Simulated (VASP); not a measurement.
Wanted: the native input for a VASP 6.6.1 run.

```
Task                   : single point
Functional             : BLYP
Potentials or basis    : VASP PAW PBE potentials, release 64 (Ni_sv_GW, Si)
Cutoff                 : 590 eV
k mesh                 : 9 × 8 × 6
Occupations            : fermi-dirac, width 0.05 eV
Spin                   : collinear spin, ferromagnetic start
Starting moments       : [1.0, 1.0, 0.0, 0.0] μB
Dipole correction      : no
Further INCAR settings : ALGO = Normal; EDIFF = 1e-06; NBANDS = 34
```

The structure of SiNi lies in POSCAR:

```
SiNi
1.0
    2.9622597754      0.0000000000      0.0000000000
    0.0000000000      3.3020501833      0.0000000000
    0.0000000000      0.0000000000      4.7084241314
Ni Si
2 2
Direct
    0.5000000000      0.5000000000      0.3424955900
    0.0000000000      0.0000000000      0.6575044100
    0.5000000000      0.5000000000      0.8431431600
    0.0000000000      0.0000000000      0.1568568400
```

One way to write it, as run:

INCAR

```
  AGGAC = 1.0
  AGGAX = 1.0
  ALDAC = 0.0
  ALDAX = 1.0
  ALGO = Normal
  EDIFF = 1E-6
  ENCUT = 590
  GGA = B5
  GGA_COMPAT = False
  ISIF = 2
  ISMEAR = -1
  ISPIN = 2
  LASPH = True
  LCHARG = False
  LMAXMIX = 4
  LORBIT = 11
  LREAL = False
  LWAVE = False
  MAGMOM = 1 1 0 0
  NBANDS = 34
  NELM = 200
  PREC = Accurate
  SIGMA = 0.05
```

KPOINTS

```
k-points
0
Gamma
  9 8 6
```

Potentials or basis: VASP PAW PBE potentials, release 64 (Ni_sv_GW, Si).

Launch:

```bash
$ cat potpaw_PBE.64/Ni_sv_GW/POTCAR potpaw_PBE.64/Si/POTCAR > POTCAR
$ mpirun -np 1 vasp_std > vasp.out
```

Results of the run:

```
Pressure                                              : 10.0 GPa
Largest force                                         : 0.175 eV/Å
Band gap on the k mesh                                : zero (filled and empty bands overlap)
Net moment                                            : 0.00 μB per cell
Valence electrons inside the program's atomic spheres : Ni 16.53; Si 1.63
```

Caveat: the cell stands under pressure; the PAW data sets were made with another functional, which shifts forces and pressure a little.

Run time: 2.9 min on 1 thread of Intel(R) Xeon(R) 6975P-C (Granite Rapids), on a shared host, peak memory 0.41 GiB.
